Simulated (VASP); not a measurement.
# V (P6_3/mmc) in VASP: relaxation of cell and atoms with PBE+D3(BJ)

Aim: the relaxation of cell and atoms of V with PBE+D3(BJ).

All numbers are computed with VASP 6.6.1; they aren't measurements. Logs are shortened: lines on timing, memory, paths and dates and some standing lists are left out, and cuts for length are marked.

## (1) The cell of the first run

Symmetry: P6_3/mmc, No. 194, hexagonal system. Conventional cell: a = 2.609 Å, b = 2.609 Å, c = 8.971 Å, α = 90.00°, β = 90.00°, γ = 120.00°. V (site symmetry -3m) has 12 V at 2.61 to 2.70 Å within 3.4 Å. Within 3.4 Å of V (site symmetry -6m2) lie 12 V at 2.61 to 2.70 Å.

This isn't the form of V at room conditions, which is bcc.

## (2) Relaxation of cell and atoms, PBE+D3(BJ)

Contents of INCAR:

```
PREC     = Accurate       # precision mode
ENCUT    = 600            # plane-wave cutoff, eV
EDIFF    = 1E-7           # SCF threshold, eV
ISMEAR   = 0              # smearing method
SIGMA    = 0.1            # smearing width, eV
LREAL    = F              # projectors in reciprocal space
LASPH    = T              # aspherical terms in the spheres
NELM     = 80             # most SCF steps
ALGO     = Fast           # electronic algorithm
ISIF     = 3              # what is computed and relaxed
LWAVE    = F              # write WAVECAR
LCHARG   = F              # write CHGCAR
GGA      = PE             # functional
IVDW     = 12             # dispersion correction
IBRION   = 2              # ionic algorithm
NSW      = 80             # ionic steps
EDIFFG   = -0.01          # ionic threshold
```

Contents of KPOINTS:

```
Automatic mesh
0
Gamma
  18 18 6
```

Contents of POSCAR:

```
V
1.0
    2.6089893525      0.0000000000      0.0000000000
   -1.3044946762      2.2594510575      0.0000000000
    0.0000000000      0.0000000000      8.9707748943
V
4
Direct
    0.0000000000      0.0000000000      0.0000000000
    0.3333333333      0.6666666667      0.2500000000
    0.0000000000      0.0000000000      0.5000000000
    0.6666666667      0.3333333333      0.7500000000
```

Potentials or basis: VASP PAW PBE potentials, release 64 (V_sv).

Command:

```bash
> cat potpaw_PBE.64/V_sv/POTCAR > POTCAR
> mpirun -np 1 vasp_std > vasp.out
```

OUTCAR:

```text
PREC = Accurate
   ENCUT = 600
   EDIFF = 1E-7
   ISMEAR = 0
   LREAL = F
   LASPH = T
   NELM = 80
   ISIF = 3
   GGA = PE
   IVDW = 12
   IBRION = 2
   NSW = 80
   EDIFFG = -0.01
 IVDW          = 12

 ion  position               nearest neighbor table
   1  0.000  0.000  0.000-   2 2.70   4 2.70   4 2.70   2 2.70   4 2.70   2 2.70
   2  0.333  0.667  0.250-   1 2.70   3 2.70   1 2.70   3 2.70   1 2.70   3 2.70
   3  0.000  0.000  0.500-   2 2.70   4 2.70   4 2.70   2 2.70   4 2.70   2 2.70
   4  0.667  0.333  0.750-   1 2.70   3 2.70   1 2.70   3 2.70   1 2.70   3 2.70

  LATTYP: Found a hexagonal cell.
 ALAT       =     2.6089893525
 C/A-ratio  =     3.4384099290

  Lattice vectors:

 A1 = (   2.6089893525,   0.0000000000,   0.0000000000)
 A2 = (  -1.3044946762,   2.2594510575,   0.0000000000)
 A3 = (   0.0000000000,   0.0000000000,   8.9707748943)

Analysis of symmetry for initial positions (statically):
=====================================================================
 Subroutine PRICEL returns:
 Original cell was already a primitive cell.

 Routine SETGRP: Setting up the symmetry group for a
 hexagonal supercell.

 Subroutine GETGRP returns: Found 24 space group operations
 (whereof 12 operations were pure point group operations)
 out of a pool of 24 trial point group operations.

The static configuration has the point symmetry D_3d.
 The point group associated with its full space group is D_6h.

Analysis of symmetry for dynamics (positions and initial velocities):
=====================================================================
 Subroutine PRICEL returns:
 Original cell was already a primitive cell.

 Routine SETGRP: Setting up the symmetry group for a
 hexagonal supercell.

 Subroutine GETGRP returns: Found 24 space group operations
 (whereof 12 operations were pure point group operations)
 out of a pool of 24 trial point group operations.

The dynamic configuration has the point symmetry D_3d.
 The point group associated with its full space group is D_6h.

 Subroutine INISYM returns: Found 24 space group operations
 (whereof 12 operations are pure point group operations),
 and found     1 'primitive' translations

----------------------------------------------------------------------------------------

                                     Primitive cell

  volume of cell :      52.8817

  direct lattice vectors                    reciprocal lattice vectors
     2.608989353  0.000000000  0.000000000     0.383290181  0.221292689  0.000000000
    -1.304494676  2.259451058  0.000000000     0.000000000  0.442585378  0.000000000
     0.000000000  0.000000000  8.970774894     0.000000000  0.000000000  0.111473090

  length of vectors
     2.608989353  2.608989353  8.970774894     0.442585378  0.442585378  0.111473090

  position of ions in fractional coordinates (direct lattice)
     0.000000000  0.000000000  0.000000000
     0.333333333  0.666666667  0.250000000
     0.000000000  0.000000000  0.500000000
     0.666666667  0.333333333  0.750000000

  ion indices of the primitive-cell ions
   primitive index   ion index
                 1           1
                 2           2
                 3           3
                 4           4

----------------------------------------------------------------------------------------

 KPOINTS: Automatic mesh

Automatic generation of k-mesh.
 Grid dimensions read from file:
 generate k-points for:   18   18    6

 Generating k-lattice:

  Cartesian coordinates                     Fractional coordinates (reciprocal lattice)
     0.021293899  0.012294038  0.000000000     0.055555556 -0.000000000  0.000000000
     0.000000000  0.024588077  0.000000000     0.000000000  0.055555556  0.000000000
     0.000000000  0.000000000  0.018578848     0.000000000  0.000000000  0.166666667

  Length of vectors
     0.024588077  0.024588077  0.018578848

  Shift w.r.t. Gamma in fractional coordinates (k-lattice)
     0.000000000  0.000000000  0.000000000

 Subroutine IBZKPT returns following result:
 ===========================================

 Found    148 irreducible k-points:

 Following reciprocal coordinates:
            Coordinates               Weight
  0.000000  0.000000  0.000000      1.000000
  0.055556  0.000000  0.000000      6.000000
  0.111111  0.000000  0.000000      6.000000
  0.166667  0.000000  0.000000      6.000000
  0.222222  0.000000  0.000000      6.000000
  0.277778  0.000000  0.000000      6.000000
[... 16 lines left out ...]
  0.333333  0.111111  0.000000     12.000000
  0.388889  0.111111  0.000000     12.000000
 [... further k-points ...]
   k-points           NKPTS =    148   k-points in BZ     NKDIM =    148   number of bands    NBANDS=     31
   number of dos      NEDOS =    301   number of ions     NIONS =      4
   total plane-waves  NPLWV =  41472
   dimension x,y,z NGX =    24 NGY =   24 NGZ =   72
   dimension x,y,z NGXF=    48 NGYF=   48 NGZF=  144
   ions per type =               4
   NGX,Y,Z   is equivalent  to a cutoff of  15.29, 15.29, 13.34 a.u.
   NGXF,Y,Z  is equivalent  to a cutoff of  30.59, 30.59, 26.69 a.u.
 SYSTEM =  unknown system
   PREC   = accura    normal or accurate (medium, high low for compatibility)
   ISTART =      0    job   : 0-new  1-cont  2-samecut
   ICHARG =      2    charge: 1-file 2-atom 10-const
   ISPIN  =      1    spin polarized calculation?
   LNONCOLLINEAR =      F non collinear calculations
   LSORBIT =      F    spin-orbit coupling
   LASPH  =      T    aspherical Exc in radial PAW
   ENCUT  =  600.0 eV  44.10 Ry    6.64 a.u.   5.21  5.21 17.92*2*pi/ulx,y,z
   NELM   =     80;   NELMIN=  2; NELMDL= -5     # of ELM steps
   EDIFF  = 0.1E-06   stopping-criterion for ELM
   LREAL  =      F    real-space projection
   EDIFFG = -.1E-01   stopping-criterion for IOM
   NSW    =     80    number of steps for IOM
   IBRION =      2    ionic relax: 0-MD 1-quasi-New 2-CG
   NFREE  =      1    steps in history (QN), initial steepest desc. (CG)
   ISIF   =      3    stress and relaxation
   ISYM   =      2    0-nonsym 1-usesym 2-fastsym
   POTIM  = 0.5000    time-step for ionic-motion
   TEBEG  =    0.0;   TEEND  =   0.0 temperature during run
   PSTRESS=    0.0 pullay stress
   NELECT =      52.0000    total number of electrons
   NUPDOWN=      -1.0000    fix difference up-down
   EMIN   =  10.00;   EMAX   =-10.00  energy-range for DOS
   EFERMI =   0.00;   METHOD = LEGACY
   ISMEAR =     0;   SIGMA  =   0.10  broadening in eV -4-tet -1-fermi 0-gaus
   EFERMI_NEDOS =   21; number of points for ismear=-14 and -15
   IALGO  =     68    algorithm
   IMIX   =      4    mixing-type and parameters
     AMIX     =   0.40;   BMIX     =  1.00
     AMIX_MAG =   1.60;   BMIX_MAG =  1.00
  volume/ion in A,a.u.               =      13.22        89.22
  Fermi-wavevector in a.u.,A,eV,Ry     =   1.627949  3.076378 36.058418  2.650219
  Thomas-Fermi vector in A             =   2.720660
   LORBIT       =      0    0 simple, 1 ext, 2 COOP (PROOUT), +10 PAW based schemes
   GGA     = PE    functional components
   LHFCALC =     F    Hartree Fock is set to
   AEXX    =    0.0000 exact exchange contribution
   IVDW    =    12    specifies the selected vdW correction
   LEPSILON=     F    determine dielectric tensor
   LRPA    =     F    only Hartree local field effects (RPA)
 conjugate gradient relaxation of ions
 non-spin polarized calculation
 RMM-DIIS sequential band-by-band and
 Gauss-broadening in eV      SIGMA  =   0.10
  energy-cutoff  :      600.00
  volume of cell :       52.88
 maximum number of plane-waves:      1787
 NGX is ok and might be reduce to    24
   NGX = 11   NGY = 11   NGZ = 35

--------------------------------------- Ionic step        1  -------------------------------------------

 number of electron      52.0000009 magnetization

 Free energy of the ion-electron system (eV)
  ---------------------------------------------------
  ext. energy  EPLUGINS =         0.00000000
  ---------------------------------------------------
  free energy    TOTEN  =       -34.96465024 eV

  energy without entropy =      -34.93698518  energy(sigma->0) =      -34.95081771

------------------------ aborting loop because EDIFF is reached ----------------------------------------

 Edisp (eV)   -2.77068

 E8    (eV) :    -1.2961

  FORCE on cell =-STRESS in cart. coord.  units (eV):
  Direction    XX          YY          ZZ          XY          YZ          ZX
  --------------------------------------------------------------------------------------
  -------------------------------------------------------------------------------------
  Total       0.00962     0.00962     0.50289     0.00000     0.00000     0.00000
  in kB       0.29132     0.29132    15.23613     0.00000     0.00000     0.00000
  external pressure =        5.27 kB  Pullay stress =        0.00 kB
[... 149 lines left out ...]
  energy  without entropy=      -37.7079858845  energy(sigma->0) =      -37.72302626

--------------------------------------- Ionic step        5  -------------------------------------------

 number of electron      51.9999995 magnetization

 Free energy of the ion-electron system (eV)
  ---------------------------------------------------
  ext. energy  EPLUGINS =         0.00000000
  ---------------------------------------------------
  free energy    TOTEN  =       -34.97464131 eV

  energy without entropy =      -34.94307553  energy(sigma->0) =      -34.95885842

 E-fermi :  10.2607     XC(G=0): -12.9865

 val. band max:       10.2606525757   @ k =   0.1111   0.0000   0.3333
 cond. band min:      10.2647411436   @ k =   0.2222   0.2222   0.0000
 fundamental gap:      0.0040885680
 Fermi energy:        10.2607285342

 k-point     1 :       0.0000    0.0000    0.0000
  band No.  band energies     occupation
      1     -53.7613      2.00000
      2     -53.7114      2.00000
      3     -53.6511      2.00000
      4     -53.6002      2.00000
      5     -27.9170      2.00000
      6     -27.5339      2.00000
[... 805 lines left out ...]
     30      11.8564      0.00000
     31      12.0821      0.00000

 [... further k-points ...]

------------------------ aborting loop because EDIFF is reached ----------------------------------------

 Edisp (eV)   -2.76401

 E8    (eV) :    -1.2929

  FORCE on cell =-STRESS in cart. coord.  units (eV):
  Direction    XX          YY          ZZ          XY          YZ          ZX
  --------------------------------------------------------------------------------------
  -------------------------------------------------------------------------------------
  Total      -0.00038    -0.00038    -0.01173    -0.00000     0.00000     0.00000
  in kB      -0.01151    -0.01151    -0.35443    -0.00000     0.00000     0.00000
  external pressure =       -0.13 kB  Pullay stress =        0.00 kB
[... 19 lines left out ...]
  FREE ENERGIE OF THE ION-ELECTRON SYSTEM (eV)
  ---------------------------------------------------
  free  energy   TOTEN  =       -37.7386473053 eV

  energy  without entropy=      -37.7070815251  energy(sigma->0) =      -37.72286442

 reached required accuracy - stopping structural energy minimisation
```

Run time: 27 min. Hardware: 1 thread of Oxide Virtual Turin-like, shared host; peak memory 0.33 GiB.

Results:

```yaml
Free_energy: -37.7386 eV
Relaxed_volume: 13.25 Å³/atom
Relaxed_cell: a = 2.595 Å, b = 2.595 Å, c = 9.092 Å, α = 90.00°, β = 90.00°, γ = 120.00°
Space_group_after_relaxing_to_0.1_Å: P6_3/mmc (No. 194)
Energy_gained_by_relaxing: 0.8 meV/atom
Ionic_steps: 5
Pressure_after_relaxing: 0.0 GPa
Band_gap_on_the_k_mesh: zero (bands 26 and 27 overlap by 1.11 eV)
Dispersion_energy_per_atom: -0.691 eV
```

The path:
```csv
step,energy change (eV),largest force (eV/Å),pressure (GPa),volume (Å³)
1,0.0000,0.0000,0.53,52.88
2,-0.0014,0.0000,-0.69,53.21
3,-0.0014,0.0000,-0.64,53.20
4,-0.0027,0.0000,-0.37,53.12
5,-0.0033,0.0000,-0.01,53.01
```

Final structure:
```cif
data_structure
_symmetry_space_group_name_H-M 'P 1'
_symmetry_Int_Tables_number 1
_cell_length_a 2.5945
_cell_length_b 2.5945
_cell_length_c 9.0923
_cell_angle_alpha 90.000
_cell_angle_beta 90.000
_cell_angle_gamma 120.000
_cell_volume 53.01
loop_
_atom_site_label
_atom_site_type_symbol
_atom_site_fract_x
_atom_site_fract_y
_atom_site_fract_z
_atom_site_occupancy
V1 V 0.00000 0.00000 0.00000 1
V2 V 0.33333 0.66667 0.25000 1
V3 V 0.00000 0.00000 0.50000 1
V4 V 0.66667 0.33333 0.75000 1
```

Levels at points of the mesh, in eV from the Fermi level:
```tsv
k point	band 23	band 24	band 25	band 26	band 27	band 28	band 29	band 30
(0.00, 0.00, 0.00)	-0.38	0.18	0.21	0.21	0.26	0.26	0.50	0.50
(0.50, 0.00, 0.00)	-1.90	-0.86	-0.24	0.31	0.43	1.61	1.65	1.92
(0.00, 0.00, 0.50)	-0.56	-0.56	0.27	0.27	0.27	0.27	0.48	0.48
(0.50, 0.00, 0.50)	-0.96	-0.96	0.53	0.53	0.76	0.76	1.21	1.21
```
